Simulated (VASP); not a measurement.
# SiO2 (I-42d) in VASP: further runs

Runs on SiO2. Level: PBE. Tasks: single point.

Everything below comes from runs of VASP 6.6.1. Logs are shortened: lines on timing, memory, paths and dates and some standing lists are left out, and cuts for length are marked.

### 1 The cell of the first run

It takes space group I-42d (No. 122, tetragonal). Conventional cell: a = 4.748 Å, b = 4.748 Å, c = 7.413 Å, α = 90.00°, β = 90.00°, γ = 90.00°. Si (site symmetry -4) has 4 O at 1.62 Å within 2.2 Å. O (site symmetry 2) has 2 Si at 1.62 Å within 2.2 Å.

### 2 Single point, PBE (zz strain of -1 %)

The input, INCAR:

```
SYSTEM = SiO2
PREC     = Accurate       ! precision mode
ENCUT    = 520            ! plane-wave cutoff, eV
EDIFF    = 1E-6           ! SCF threshold, eV
ISMEAR   = -1             ! smearing method
SIGMA    = 0.03           ! smearing width, eV
LREAL    = .FALSE.        ! projectors in reciprocal space
LASPH    = .TRUE.         ! aspherical terms in the spheres
NELM     = 60             ! most SCF steps
ALGO     = Normal         ! electronic algorithm
ISIF     = 2              ! what is computed and relaxed
LWAVE    = .FALSE.        ! write WAVECAR
LCHARG   = .TRUE.         ! write CHGCAR
GGA      = PE             ! functional
LELF     = .TRUE.         ! ELF
LVHAR    = .TRUE.       
NBANDS   = 25             ! bands
```

The input, KPOINTS:

```
Automatic mesh
0
G
  7 7 7
  0 0 0
```

The input, POSCAR:

```
SiO2
1.0
   -2.3740500000      2.3740500000      3.7065600000
    2.3740500000     -2.3740500000      3.7065600000
    2.3740500000      2.3740500000     -3.7065600000
Si O
2 4
Direct
    0.0000000000      0.0000000000      0.0000000000
    0.7500000000      0.2500000000      0.5000000000
    0.9983800000      0.6250000000      0.8733800000
    0.3750000000      0.2483800000      0.3733800000
    0.7516200000      0.1250000000      0.1266200000
    0.8750000000      0.0016200000      0.6266200000
```

Potentials or basis: VASP PAW PBE potentials, release 64 (Si, O).

The run is started by

```sh
cat potpaw_PBE.64/Si/POTCAR potpaw_PBE.64/O/POTCAR > POTCAR
mpirun -np 1 vasp_std > vasp.out
```

OUTCAR:

```text
SYSTEM = SiO2
   PREC = Accurate
   ENCUT = 520
   EDIFF = 1E-6
   ISMEAR = -1
   LREAL = .FALSE.
   LASPH = .TRUE.
   NELM = 60
   ISIF = 2
   GGA = PE

 ion  position               nearest neighbor table
   1  0.000  0.000  0.000-   3 1.62   4 1.62   6 1.62   5 1.62   2 3.01   2 3.01   2 3.01   2 3.01

   2  0.750  0.250  0.500-   3 1.62   4 1.62   5 1.62   6 1.62   1 3.01   1 3.01   1 3.01   1 3.01

   3  0.998  0.625  0.873-   1 1.62   2 1.62
   4  0.375  0.248  0.373-   1 1.62   2 1.62
   5  0.752  0.125  0.127-   2 1.62   1 1.62
   6  0.875  0.002  0.627-   1 1.62   2 1.62

  LATTYP: Found a body centered tetragonal cell.
 ALAT       =     4.7481000000
 C/A-ratio  =     1.5612813546

  Lattice vectors:

 A1 = (  -2.3740500000,   2.3740500000,   3.7065600000)
 A2 = (   2.3740500000,  -2.3740500000,   3.7065600000)
 A3 = (   2.3740500000,   2.3740500000,  -3.7065600000)

Analysis of symmetry for initial positions (statically):
=====================================================================
 Subroutine PRICEL returns:
 Original cell was already a primitive cell.

 Routine SETGRP: Setting up the symmetry group for a
 body centered tetragonal supercell.

 Subroutine GETGRP returns: Found  8 space group operations
 (whereof  4 operations were pure point group operations)
 out of a pool of 16 trial point group operations.

The static configuration has the point symmetry S_4 .
 The point group associated with its full space group is D_2d.

Analysis of symmetry for dynamics (positions and initial velocities):
=====================================================================
 Subroutine PRICEL returns:
 Original cell was already a primitive cell.

 Routine SETGRP: Setting up the symmetry group for a
 body centered tetragonal supercell.

 Subroutine GETGRP returns: Found  8 space group operations
 (whereof  4 operations were pure point group operations)
 out of a pool of 16 trial point group operations.

The dynamic configuration has the point symmetry S_4 .
 The point group associated with its full space group is D_2d.

 Subroutine INISYM returns: Found  8 space group operations
 (whereof  4 operations are pure point group operations),
 and found     1 'primitive' translations

[... 102 lines left out ...]
   EDIFF  = 0.1E-05   stopping-criterion for ELM
   LREAL  =      F    real-space projection
   EDIFFG = 0.1E-04   stopping-criterion for IOM
   NSW    =      0    number of steps for IOM
   IBRION =     -1    ionic relax: 0-MD 1-quasi-New 2-CG
   NFREE  =      0    steps in history (QN), initial steepest desc. (CG)
   ISIF   =      2    stress and relaxation
   ISYM   =      2    0-nonsym 1-usesym 2-fastsym
   POTIM  = 0.5000    time-step for ionic-motion
   TEBEG  =    0.0;   TEEND  =   0.0 temperature during run
   PSTRESS=    0.0 pullay stress
   NELECT =      32.0000    total number of electrons
   NUPDOWN=      -1.0000    fix difference up-down
   EMIN   =  10.00;   EMAX   =-10.00  energy-range for DOS
   EFERMI =   0.00;   METHOD = LEGACY
   ISMEAR =    -1;   SIGMA  =   0.03  broadening in eV -4-tet -1-fermi 0-gaus
   EFERMI_NEDOS =   21; number of points for ismear=-14 and -15
   IALGO  =     38    algorithm
   IMIX   =      4    mixing-type and parameters
     AMIX     =   0.40;   BMIX     =  1.00
     AMIX_MAG =   1.60;   BMIX_MAG =  1.00
  volume/ion in A,a.u.               =      13.93        93.98
  Fermi-wavevector in a.u.,A,eV,Ry     =   1.188834  2.246571 19.229474  1.413326
  Thomas-Fermi vector in A             =   2.324955
   LORBIT       =      0    0 simple, 1 ext, 2 COOP (PROOUT), +10 PAW based schemes
   GGA     = PE    functional components
   LHFCALC =     F    Hartree Fock is set to
   AEXX    =    0.0000 exact exchange contribution
   IVDW    =     0    specifies the selected vdW correction
   LEPSILON=     F    determine dielectric tensor
   LRPA    =     F    only Hartree local field effects (RPA)
 non-spin polarized calculation
  energy-cutoff  :      520.00
  volume of cell :       83.56
 maximum number of plane-waves:      2270
 NGX is ok and might be reduce to    40
   NGX = 19   NGY = 19   NGZ = 19

 number of electron      32.0000008 magnetization

 Free energy of the ion-electron system (eV)
  ---------------------------------------------------
  ext. energy  EPLUGINS =         0.00000000
  ---------------------------------------------------
  free energy    TOTEN  =       -47.37117526 eV

  energy without entropy =      -47.37117526  energy(sigma->0) =      -47.37117526

 E-fermi :   0.6391     XC(G=0):  -8.5877

 val. band max:       -0.0668592596   @ k =   0.0000   0.0000   0.0000
 cond. band min:       6.0591764678   @ k =   0.0000   0.0000   0.0000
 fundamental gap:      6.1260357274
 Fermi energy:         0.6390921506

 k-point     1 :       0.0000    0.0000    0.0000
  band No.  band energies     occupation
      1     -19.2141      2.00000
      2     -17.0619      2.00000
      3     -17.0619      2.00000
      4     -17.0537      2.00000
      5      -8.8623      2.00000
      6      -5.3567      2.00000
[... 661 lines left out ...]
     24      12.9866      0.00000
     25      13.2919      0.00000

 [... further k-points ...]

------------------------ aborting loop because EDIFF is reached ----------------------------------------

  FORCE on cell =-STRESS in cart. coord.  units (eV):
  Direction    XX          YY          ZZ          XY          YZ          ZX
  --------------------------------------------------------------------------------------
  -------------------------------------------------------------------------------------
  Total        3.1124545      3.1124545      2.4371408      0.0000000      0.0000000      0.0000000
  in kB       59.6764313     59.6764313     46.7283510      0.0000000      0.0000000      0.0000000
  external PRESSURE =      55.3604045 kB  Pullay stress =       0.0000000 kB

 VOLUME and BASIS-vectors are now :
 -----------------------------------------------------------------------------
  energy-cutoff  :      520.00
  volume of cell :       83.56
      direct lattice vectors                 reciprocal lattice vectors
    -2.374050000  2.374050000  3.706560000     0.000000000  0.210610560  0.134895968
     2.374050000 -2.374050000  3.706560000     0.210610560  0.000000000  0.134895968
     2.374050000  2.374050000 -3.706560000     0.210610560  0.210610560  0.000000000

 POSITION                                       TOTAL-FORCE (eV/Angst)
 -----------------------------------------------------------------------------------
      0.00000      0.00000      0.00000         0.000000      0.000000     -0.000000
      0.00000      2.37405      1.85328         0.000000      0.000000     -0.000000
      1.18702      2.95987      2.77992         0.000000      0.252285      0.000000
      0.58582      1.18702      0.92664         0.252285      0.000000      0.000000
     -1.18702      1.78823      2.77992         0.000000     -0.252285      0.000000
     -0.58582      3.56107      0.92664        -0.252285     -0.000000      0.000000
 -----------------------------------------------------------------------------------
    total drift:                                0.000002      0.000002      0.000002

  FREE ENERGIE OF THE ION-ELECTRON SYSTEM (eV)
  ---------------------------------------------------
  free  energy   TOTEN  =       -47.3711752562 eV

  energy  without entropy=      -47.3711752562  energy(sigma->0) =      -47.37117526
```

stdout:

```text
POSCAR found type information on POSCAR SiO
 POSCAR found :  2 types and       6 ions
 scaLAPACK will be used
 LDA part: xc-table for (Slater+PW92), standard interpolation
 POSCAR, INCAR and KPOINTS ok, starting setup
 FFT: planning ... GRIDC
 FFT: planning ... GRID_SOFT
 FFT: planning ... GRID
 WAVECAR not read
 entering main loop
```

It took 1.7 min on 1 thread of Intel Xeon 8259CL, shared host; peak memory 0.26 GiB.

Results:

| Item | Value |
| --- | --- |
| Free energy | -47.3712 eV |
| Pressure | 5.5 GPa |
| Largest force | 0.252 eV/Å |
| Band gap on the k mesh | 6.13 eV |

Forces in eV/Å, atoms in the order of the input:
```
Si   0.000  0.000  0.000
Si   0.000  0.000  0.000
O    0.000  0.252  0.000
O    0.252  0.000  0.000
O    0.000 -0.252  0.000
O   -0.252  0.000  0.000
```

Caveat: the cell differs from its parent crystal (zz strain of -1 %); the cell stands under pressure; an odd mesh through Γ misses points on the zone boundary, where band edges can lie.

### 3 Single point, PBE (zz strain of +2 %)

The input, INCAR:

```
ALGO = Normal ; EDIFF = 1E-6
ENCUT = 520 ; GGA = PE
ISIF = 2 ; ISMEAR = -1
LASPH = True ; LCHARG = False
LREAL = False ; LWAVE = False
NBANDS = 25 ; NELM = 80
PREC = Accurate ; SIGMA = 0.03
```

The input, KPOINTS:

```
k-points
0
Gamma
  7 7 7
```

Edit POSCAR of step 2 so:

```diff
@@ -2,5 +2,5 @@
 1.0
-   -2.3740500000      2.3740500000      3.7065600000
-    2.3740500000     -2.3740500000      3.7065600000
-    2.3740500000      2.3740500000     -3.7065600000
+   -2.3740500000      2.3740500000      3.8188800000
+    2.3740500000     -2.3740500000      3.8188800000
+    2.3740500000      2.3740500000     -3.8188800000
 Si O
```

Potentials or basis: VASP PAW PBE potentials, release 64 (Si, O).

The run is started by

```sh
cat potpaw_PBE.64/Si/POTCAR potpaw_PBE.64/O/POTCAR > POTCAR
mpirun -np 1 vasp_std > vasp.out
```

Wall time 1.9 min (1 thread of Intel Xeon 8259CL, shared host); peak memory 0.26 GiB.

The run converged. Its results:

```yaml
Free_energy: -47.3956 eV
Pressure: 0.2 GPa
Largest_force: 0.091 eV/Å
Band_gap_on_the_k_mesh: 5.86 eV
```

Forces in eV/Å, atoms in the order of the input:
```
Si   0.000  0.000  0.000
Si   0.000  0.000  0.000
O    0.000 -0.091  0.000
O   -0.091  0.000  0.000
O    0.000  0.091  0.000
O    0.091  0.000  0.000
```

Stress tensor (GPa, compression positive):
```
 1.28  0.00  0.00
 0.00  1.28  0.00
 0.00  0.00 -1.92
```

Levels at points of the mesh, in eV from the valence-band top:
| k point | band 13 | band 14 | band 15 | band 16 | band 17 | band 18 | band 19 | band 20 |
| --- | --- | --- | --- | --- | --- | --- | --- | --- |
| (0.00, 0.00, 0.00) | -1.33 | -1.08 | 0.00 | 0.00 | 5.86 | 8.61 | 11.05 | 11.05 |

Caveat: the cell differs from its parent crystal (zz strain of +2 %); an odd mesh through Γ misses points on the zone boundary, where band edges can lie.

[end of part 1 of 3]
